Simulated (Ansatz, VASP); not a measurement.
One calculation of CsPbCl3, two programs

Contents of INCAR:

```
ALGO = Normal
EDIFF = 1E-6
ENCUT = 520
GGA = PS
ISIF = 2
ISMEAR = 0
LASPH = T
LCHARG = T
LELF = T
LREAL = F
LVHAR = T
LWAVE = F
NBANDS = 30
NELM = 80
PREC = Accurate
SIGMA = 0.05
```

KPOINTS

```
k-points
0
Gamma
  6 6 6
```

POSCAR

```
CsPbCl3
1.0
    4.0031551156      2.3112226836      3.2955554574
   -4.0031551156      2.3112226836      3.2955554574
    0.0000000000     -4.6224453672      3.2955554574
Cs Pb Cl
1 1 3
Direct
    0.5000000000      0.5000000000      0.5000000000
    0.0000000000      0.0000000000      0.0000000000
    0.5000000000     -0.0001349221      1.0001349221
    0.0186003000      0.9626644779      0.5187352221
    0.9813997000      0.4812647779      0.0373355221
```

Input for Ansatz:

```yaml
crystal:
  lattice:
    - [4.0031551156, 2.3112226836, 3.2955554574]
    - [-4.0031551156, 2.3112226836, 3.2955554574]
    - [0.0, -4.6224453672, 3.2955554574]
  atoms:
    - { symbol: Cs, position: [0.5, 0.5, 0.5] }
    - { symbol: Pb, position: [0.0, 0.0, 0.0] }
    - { symbol: Cl, position: [0.5, -0.0001349221, 1.0001349221] }
    - { symbol: Cl, position: [0.0186003, 0.9626644779, 0.5187352221] }
    - { symbol: Cl, position: [0.9813997, 0.4812647779, 0.0373355221] }
basis:
  ecutwfc: 420
kpoints:
  mp_grid: { grid: [6, 6, 6] }
hamiltonian:
  xc: pbesol
scf:
  occupations: { method: gaussian, width: 0.05 }
output:
  forces: true
  stress: true
  eigenvalues: true
```

Change from the starting cell: all Cl atoms moved -0.150 Å, as atom 3 towards its neighbour atom 1 (Cs) at 3.854 Å.

Alike in both runs: task single point; functional PBEsol; k mesh 6 × 6 × 6; occupations gaussian, width 0.05 eV; no spin polarisation.

```csv
,VASP,Ansatz
version,VASP 6.6.1,Ansatz 0.2.0
potentials or method,"VASP PAW PBE potentials, release 64 (Cs_sv, Pb_d, Cl), cutoff 520 eV","scalar-relativistic, plane waves, PAW"
valence electrons in the cell,44,44
```

|  | VASP | Ansatz | Ansatz less VASP |
| --- | --- | --- | --- |
| gap on the k mesh at the Fermi level (eV) | 2.04 | 2.04 | -0.005 |
| least direct gap on the mesh (eV) | 2.04 | 2.04 | -0.005 |
| pressure (GPa) | -0.6 | -0.6 | +0.04 |
| rms of the force components (eV/Å) | 0.092 | 0.092 | -0.0002 |

VASP's potentials were made for PBE, not for PBEsol. Atom by atom the forces differ by 0.000 eV/Å (rms over components). The functional is the same, so the differences come from potentials, cutoffs and numerics.

Neither program's run includes spin-orbit coupling.
